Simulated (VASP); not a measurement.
# AlNi (Cmmm) in VASP: a series of runs

AlNi is run at these levels: LDA, BLYP, r2SCAN; tasks: single point.

Everything below comes from runs of VASP 6.6.1. Logs are shortened: lines on timing, memory, paths and dates and some standing lists are left out, and cuts for length are marked.

## (1) The cell of the first run

It takes space group Cmmm (No. 65, orthorhombic). The conventional cell has a = 3.877 Å, b = 3.906 Å, c = 3.099 Å, α = 90.00°, β = 90.00°, γ = 90.00°. Within 3.3 Å of Al (site symmetry mmm) lie 8 Ni at 2.48 to 2.49 Å and 6 Al at 2.75 to 3.10 Å. Within 3.3 Å of Ni (site symmetry mmm) lie 8 Al at 2.48 to 2.49 Å and 6 Ni at 2.75 to 3.10 Å.

## (2) Single point, LDA, collinear spin, ferromagnetic start

INCAR

```
PREC = Accurate
ENCUT = 520
EDIFF = 1E-7
ISMEAR = -1
SIGMA = 0.1
LREAL = F
LASPH = T
NELM = 150
ALGO = Normal
ISIF = 2
LWAVE = F
LCHARG = F
ISPIN = 2
MAGMOM = 0 1.5
LORBIT = 11
LMAXMIX = 4
NBANDS = 18
```

KPOINTS

```
Automatic mesh
0
Gamma
  11 11 10
```

POSCAR

```
AlNi
1.0
    1.9386940000     -1.9531900000      0.0000000000
    1.9386940000      1.9531900000      0.0000000000
    0.0000000000      0.0000000000      3.0994300000
Al Ni
1 1
Direct
    0.0000000000      0.0000000000      0.0000000000
    0.5000000000      0.5000000000      0.5000000000
```

Potentials or basis: VASP PAW LDA potentials, release 64 (Al, Ni).

On the command line:

```
$ cat potpaw_LDA.64/Al/POTCAR potpaw_LDA.64/Ni/POTCAR > POTCAR
$ mpirun -np 1 vasp_std > vasp.out
```

OUTCAR:

```text
PREC = Accurate
   ENCUT = 520
   EDIFF = 1E-7
   ISMEAR = -1
   LREAL = F
   LASPH = T
   NELM = 150
   ISIF = 2
   ISPIN = 2
   LORBIT = 11

 ion  position               nearest neighbor table
   1  0.000  0.000  0.000-   2 2.48   2 2.48   2 2.48   2 2.48   2 2.49   2 2.49   2 2.49   2 2.49

   2  0.500  0.500  0.500-   1 2.48   1 2.48   1 2.48   1 2.48   1 2.49   1 2.49   1 2.49   1 2.49

  LATTYP: Found a base centered orthorhombic cell.
 ALAT       =     3.8773880000
 B/A-ratio  =     1.0074771986
 C/A-ratio  =     0.7993602910

  Lattice vectors:

 A1 = (   1.9386940000,  -1.9531900000,   0.0000000000)
 A2 = (   1.9386940000,   1.9531900000,   0.0000000000)
 A3 = (   0.0000000000,   0.0000000000,   3.0994300000)

Analysis of symmetry for initial positions (statically):
=====================================================================
 Subroutine PRICEL returns:
 Original cell was already a primitive cell.

 Routine SETGRP: Setting up the symmetry group for a
 base centered orthorhombic supercell.

 Subroutine GETGRP returns: Found  8 space group operations
 (whereof  8 operations were pure point group operations)
 out of a pool of  8 trial point group operations.

The static configuration has the point symmetry D_2h.

Analysis of symmetry for dynamics (positions and initial velocities):
=====================================================================
 Subroutine PRICEL returns:
 Original cell was already a primitive cell.

 Routine SETGRP: Setting up the symmetry group for a
 base centered orthorhombic supercell.

 Subroutine GETGRP returns: Found  8 space group operations
 (whereof  8 operations were pure point group operations)
 out of a pool of  8 trial point group operations.

The dynamic configuration has the point symmetry D_2h.

Analysis of structural, dynamic, and magnetic symmetry:
=====================================================================
 Subroutine PRICEL returns:
 Original cell was already a primitive cell.

 Routine SETGRP: Setting up the symmetry group for a
 base centered orthorhombic supercell.

 Subroutine GETGRP returns: Found  8 space group operations
 (whereof  8 operations were pure point group operations)
 out of a pool of  8 trial point group operations.

The overall configuration has the point symmetry D_2h.

 Subroutine INISYM returns: Found  8 space group operations
 (whereof  8 operations are pure point group operations),
 and found     1 'primitive' translations

----------------------------------------------------------------------------------------

                                     Primitive cell

  volume of cell :      23.4728

  direct lattice vectors                    reciprocal lattice vectors
     1.938694000 -1.953190000  0.000000000     0.257905580 -0.255991481  0.000000000
     1.938694000  1.953190000  0.000000000     0.257905580  0.255991481  0.000000000
     0.000000000  0.000000000  3.099430000     0.000000000  0.000000000  0.322639969

  length of vectors
     2.751996657  2.751996657  3.099430000     0.363382617  0.363382617  0.322639969

  position of ions in fractional coordinates (direct lattice)
     0.000000000  0.000000000  0.000000000
     0.500000000  0.500000000  0.500000000

  ion indices of the primitive-cell ions
   primitive index   ion index
                 1           1
                 2           2

----------------------------------------------------------------------------------------

 KPOINTS: Automatic mesh

Automatic generation of k-mesh.
 Grid dimensions read from file:
 generate k-points for:   11   11   10

 Generating k-lattice:

  Cartesian coordinates                     Fractional coordinates (reciprocal lattice)
     0.023445962 -0.023271953  0.000000000     0.090909091  0.000000000  0.000000000
     0.023445962  0.023271953  0.000000000     0.000000000  0.090909091  0.000000000
     0.000000000  0.000000000  0.032263997     0.000000000  0.000000000  0.100000000

  Length of vectors
     0.033034783  0.033034783  0.032263997

  Shift w.r.t. Gamma in fractional coordinates (k-lattice)
     0.000000000  0.000000000  0.000000000

 Subroutine IBZKPT returns following result:
 ===========================================

 Found    216 irreducible k-points:

 Following reciprocal coordinates:
            Coordinates               Weight
  0.000000  0.000000  0.000000      1.000000
  0.090909 -0.000000  0.000000      4.000000
  0.181818  0.000000  0.000000      4.000000
  0.272727 -0.000000  0.000000      4.000000
  0.363636 -0.000000  0.000000      4.000000
  0.454545 -0.000000  0.000000      4.000000
[... 16 lines left out ...]
 -0.272727  0.181818  0.000000      4.000000
 -0.181818  0.181818  0.000000      2.000000
 [... further k-points ...]
   k-points           NKPTS =    216   k-points in BZ     NKDIM =    216   number of bands    NBANDS=     18
   number of dos      NEDOS =    301   number of ions     NIONS =      2
   total plane-waves  NPLWV =   9600
   dimension x,y,z NGX =    20 NGY =   20 NGZ =   24
   dimension x,y,z NGXF=    40 NGYF=   40 NGZF=   48
   ions per type =               1   1
   NGX,Y,Z   is equivalent  to a cutoff of  12.08, 12.08, 12.87 a.u.
   NGXF,Y,Z  is equivalent  to a cutoff of  24.16, 24.16, 25.75 a.u.
 SYSTEM =  unknown system
   PREC   = accura    normal or accurate (medium, high low for compatibility)
   ISTART =      0    job   : 0-new  1-cont  2-samecut
   ICHARG =      2    charge: 1-file 2-atom 10-const
   ISPIN  =      2    spin polarized calculation?
   LNONCOLLINEAR =      F non collinear calculations
   LSORBIT =      F    spin-orbit coupling
   LASPH  =      T    aspherical Exc in radial PAW
   ENCUT  =  520.0 eV  38.22 Ry    6.18 a.u.   5.12  5.12  5.76*2*pi/ulx,y,z
   NELM   =    150;   NELMIN=  2; NELMDL= -5     # of ELM steps
   EDIFF  = 0.1E-06   stopping-criterion for ELM
   LREAL  =      F    real-space projection
   EDIFFG = 0.1E-05   stopping-criterion for IOM
   NSW    =      0    number of steps for IOM
   IBRION =     -1    ionic relax: 0-MD 1-quasi-New 2-CG
   NFREE  =      0    steps in history (QN), initial steepest desc. (CG)
   ISIF   =      2    stress and relaxation
   ISYM   =      2    0-nonsym 1-usesym 2-fastsym
   POTIM  = 0.5000    time-step for ionic-motion
   TEBEG  =    0.0;   TEEND  =   0.0 temperature during run
   PSTRESS=    0.0 pullay stress
   NELECT =      13.0000    total number of electrons
   NUPDOWN=      -1.0000    fix difference up-down
   EMIN   =  10.00;   EMAX   =-10.00  energy-range for DOS
   EFERMI =   0.00;   METHOD = LEGACY
   ISMEAR =    -1;   SIGMA  =   0.10  broadening in eV -4-tet -1-fermi 0-gaus
   EFERMI_NEDOS =   21; number of points for ismear=-14 and -15
   IALGO  =     38    algorithm
   IMIX   =      4    mixing-type and parameters
     AMIX     =   0.40;   BMIX     =  1.00
     AMIX_MAG =   1.60;   BMIX_MAG =  1.00
  volume/ion in A,a.u.               =      11.74        79.20
  Fermi-wavevector in a.u.,A,eV,Ry     =   1.344417  2.540580 24.591957  1.807458
  Thomas-Fermi vector in A             =   2.472413
   LORBIT       =     11    0 simple, 1 ext, 2 COOP (PROOUT), +10 PAW based schemes
   GGA     = CA    functional components
   LHFCALC =     F    Hartree Fock is set to
   AEXX    =    0.0000 exact exchange contribution
   IVDW    =     0    specifies the selected vdW correction
   LEPSILON=     F    determine dielectric tensor
   LRPA    =     F    only Hartree local field effects (RPA)
 spin polarized calculation
  energy-cutoff  :      520.00
  volume of cell :       23.47
 maximum number of plane-waves:       643
   NGX = 11   NGY = 11   NGZ = 11

 number of electron      13.0000022 magnetization      -0.0000377

 number of electron      13.0000022 magnetization       0.0002181

 Free energy of the ion-electron system (eV)
  ---------------------------------------------------
  ext. energy  EPLUGINS =         0.00000000
  ---------------------------------------------------
  free energy    TOTEN  =       -12.15489162 eV

  energy without entropy =      -12.12614805  energy(sigma->0) =      -12.14051983

 E-fermi :  10.0157     XC(G=0): -12.3913

 val. band max:        9.9990459062   @ k =   0.4545   0.2727   0.3000
 cond. band min:      10.0226305082   @ k =  -0.4545   0.2727   0.3000
 fundamental gap:      0.0235846020
 Fermi energy:        10.0156779382

 spin component 1

 k-point     1 :       0.0000    0.0000    0.0000
  band No.  band energies     occupation
      1      -1.2337      1.00000
      2       6.5600      1.00000
      3       6.6836      1.00000
      4       8.3007      1.00000
      5       8.3204      1.00000
      6       8.6194      1.00000
[... 10 lines left out ...]
     17      33.4033      0.00000
     18      33.4219      0.00000

 k-point     2 :       0.0909   -0.0000    0.0000
  band No.  band energies     occupation
      1      -1.0675      1.00000
      2       6.6038      1.00000
      3       6.6998      1.00000
      4       8.1915      1.00000
      5       8.3210      1.00000
      6       8.5544      1.00000
[... 10 lines left out ...]
     17      32.9712      0.00000
     18      33.6886      0.00000

 k-point     3 :       0.1818    0.0000    0.0000
  band No.  band energies     occupation
      1      -0.5732      1.00000
      2       6.6515      1.00000
      3       6.7586      1.00000
      4       7.9125      1.00000
      5       8.3467      1.00000
      6       8.3877      1.00000
[... 412 lines left out ...]
 k-point    23 :      -0.2727    0.1818    0.0000
  band No.  band energies     occupation
      1       0.8500      1.00000
      2       6.6095      1.00000
      3       7.0092      1.00000
      4       7.6638      1.00000
      5       7.9384      1.00000
      6       8.0652      1.00000
[... 10 lines left out ...]
     17      33.1373      0.00000
     18      35.5362      0.00000

 k-point    24 :      -0.1818    0.1818    0.0000
  band No.  band energies     occupation
      1       0.0644      1.00000
      2       6.7965      1.00000
      3       6.8516      1.00000
      4       7.8900      1.00000
      5       8.0732      1.00000
      6       8.1053      1.00000
[... 10 lines left out ...]
     17      32.2895      0.00000
     18      36.8309      0.00000

 [... further k-points ...]

 spin component 2

 k-point     1 :       0.0000    0.0000    0.0000
  band No.  band energies     occupation
      1      -1.2338      1.00000
      2       6.5602      1.00000
      3       6.6839      1.00000
      4       8.3010      1.00000
      5       8.3207      1.00000
      6       8.6197      1.00000
[... 10 lines left out ...]
     17      33.4013      0.00000
     18      33.4172      0.00000

 k-point     2 :       0.0909   -0.0000    0.0000
  band No.  band energies     occupation
      1      -1.0675      1.00000
      2       6.6040      1.00000
      3       6.7001      1.00000
      4       8.1918      1.00000
      5       8.3213      1.00000
      6       8.5547      1.00000
[... 10 lines left out ...]
     17      32.9712      0.00000
     18      33.6886      0.00000

 k-point     3 :       0.1818    0.0000    0.0000
  band No.  band energies     occupation
      1      -0.5732      1.00000
      2       6.6518      1.00000
      3       6.7588      1.00000
      4       7.9128      1.00000
      5       8.3470      1.00000
      6       8.3880      1.00000
[... 412 lines left out ...]
 k-point    23 :      -0.2727    0.1818    0.0000
  band No.  band energies     occupation
      1       0.8500      1.00000
      2       6.6097      1.00000
      3       7.0095      1.00000
      4       7.6641      1.00000
      5       7.9387      1.00000
      6       8.0655      1.00000
[... 10 lines left out ...]
     17      33.1373      0.00000
     18      35.5364      0.00000

 k-point    24 :      -0.1818    0.1818    0.0000
  band No.  band energies     occupation
      1       0.0644      1.00000
      2       6.7967      1.00000
      3       6.8519      1.00000
      4       7.8903      1.00000
      5       8.0734      1.00000
      6       8.1056      1.00000
[... 10 lines left out ...]
     17      32.2895      0.00000
     18      36.8311      0.00000

 [... further k-points ...]

------------------------ aborting loop because EDIFF is reached ----------------------------------------

  FORCE on cell =-STRESS in cart. coord.  units (eV):
  Direction    XX          YY          ZZ          XY          YZ          ZX
  --------------------------------------------------------------------------------------
  -------------------------------------------------------------------------------------
  Total       -0.2730878     -0.5038411     -1.3051878      0.0000000      0.0000000      0.0000000
  in kB      -18.6400581    -34.3905091    -89.0877505      0.0000000      0.0000000      0.0000000
  external PRESSURE =     -47.3727726 kB  Pullay stress =       0.0000000 kB

 VOLUME and BASIS-vectors are now :
 -----------------------------------------------------------------------------
  energy-cutoff  :      520.00
  volume of cell :       23.47
      direct lattice vectors                 reciprocal lattice vectors
     1.938694000 -1.953190000  0.000000000     0.257905580 -0.255991481  0.000000000
     1.938694000  1.953190000  0.000000000     0.257905580  0.255991481  0.000000000
     0.000000000  0.000000000  3.099430000     0.000000000  0.000000000  0.322639969

 POSITION                                       TOTAL-FORCE (eV/Angst)
 -----------------------------------------------------------------------------------
      0.00000      0.00000      0.00000         0.000000      0.000000      0.000000
      1.93869      0.00000      1.54971        -0.000000     -0.000000      0.000000
 -----------------------------------------------------------------------------------
    total drift:                                0.000000      0.000000      0.000000

  FREE ENERGIE OF THE ION-ELECTRON SYSTEM (eV)
  ---------------------------------------------------
  free  energy   TOTEN  =       -12.1548916207 eV

  energy  without entropy=      -12.1261480461  energy(sigma->0) =      -12.14051983

 total charge

# of ion       s       p       d       tot
------------------------------------------
    1        0.393   0.428   0.000   0.821
    2        0.491   0.535   8.493   9.519
--------------------------------------------------
tot          0.884   0.963   8.493  10.340

 magnetization (x)

# of ion       s       p       d       tot
------------------------------------------
    1       -0.000  -0.000   0.000  -0.000
    2        0.000   0.000   0.000   0.000
--------------------------------------------------
tot          0.000  -0.000   0.000   0.000
```

Wall time 3.5 min (1 thread of Intel Xeon 8259CL, shared host); peak memory 0.24 GiB.

What came out:

```yaml
Free_energy: -12.1549 eV
Pressure: -4.7 GPa
Net_moment: 0.00 μB per cell
Valence_electrons_inside_the_program's_atomic_spheres: Al 0.82; Ni 9.52
```

Stress tensor (GPa, compression positive):
```
-1.86  0.00  0.00
 0.00 -3.44  0.00
 0.00  0.00 -8.91
```

Caveat: the cell stands under tension.

(Part 1 of 2 ends here.)
